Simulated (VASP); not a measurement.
Write the native input for VASP 6.6.1 that does the following.

```
Task                               : single point
Functional                         : HSE06
Potentials or basis                : VASP PAW PBE potentials, release 64 (Y_sv, N)
Cutoff                             : 520 eV
k mesh                             : 6 × 6 × 6
Occupations                        : gaussian, width 0.01 eV
Spin                               : no spin polarisation
Dipole correction                  : no
Grid for exact exchange (PRECFOCK) : Normal
Further INCAR settings             : ALGO = Normal; EDIFF = 1e-06; NBANDS = 15
Share of exact exchange            : 0.25
Screening parameter                : 0.2079 1/Å
```

The system is YN.

```
CELL_PARAMETERS angstrom
0.00000 2.57045 2.57045
2.57045 0.00000 2.57045
2.57045 2.57045 0.00000
ATOMIC_POSITIONS crystal
Y 0.00000 0.00000 0.00000
N 0.50000 0.50000 0.50000
```

This cell differs from its parent crystal: strain +5.0%.

These files were run (other wordings do the same):

POSCAR

```
YN
1.0
    0.0000000000      2.5704505496      2.5704505496
    2.5704505496      0.0000000000      2.5704505496
    2.5704505496      2.5704505496      0.0000000000
Y N
1 1
Direct
    0.0000000000      0.0000000000      0.0000000000
    0.5000000000      0.5000000000      0.5000000000
```

INCAR.step1

```
ALGO = Normal
EDIFF = 1E-5
ENCUT = 520
GGA = PE
GGA_COMPAT = F
ISIF = 2
ISMEAR = 0
LASPH = T
LREAL = F
LWAVE = T
NBANDS = 15
NELM = 120
PREC = Accurate
SIGMA = 0.01
```

INCAR.step2

```
ALGO = Normal
EDIFF = 1E-6
ENCUT = 520
GGA = PE
GGA_COMPAT = F
HFSCREEN = 0.2079
ISIF = 2
ISMEAR = 0
ISTART = 1
LASPH = T
LCHARG = T
LELF = T
LHFCALC = T
LREAL = F
LVHAR = T
LWAVE = F
NBANDS = 15
NELM = 120
PREC = Accurate
PRECFOCK = Normal
SIGMA = 0.01
```

KPOINTS

```
k-points
0
Gamma
  6 6 6
```

Potentials or basis: VASP PAW PBE potentials, release 64 (Y_sv, N).

Launch:

```bash
$ cat potpaw_PBE.64/Y_sv/POTCAR potpaw_PBE.64/N/POTCAR > POTCAR
$ cp INCAR.step1 INCAR
$ mpirun -np 1 vasp_std > vasp.out
$ cp INCAR.step2 INCAR
$ mpirun -np 1 vasp_std > vasp.out
```

Results of the run:

```
Pressure               : -19.5 GPa
Band gap on the k mesh : 1.28 eV (least direct gap 1.85 eV)
```

Caveat: the cell differs from its parent crystal (strain +5.0%); the cell stands under tension; the structure was generated, so it needn't be the stable form of YN; the PAW data sets were made with another functional, which shifts forces and pressure a little.

Run time: 47 min on 1 thread of Intel(R) Xeon(R) Platinum 8259CL CPU @ 2.50GHz (Skylake/Cascade Lake), on a shared host, peak memory 0.28 GiB.
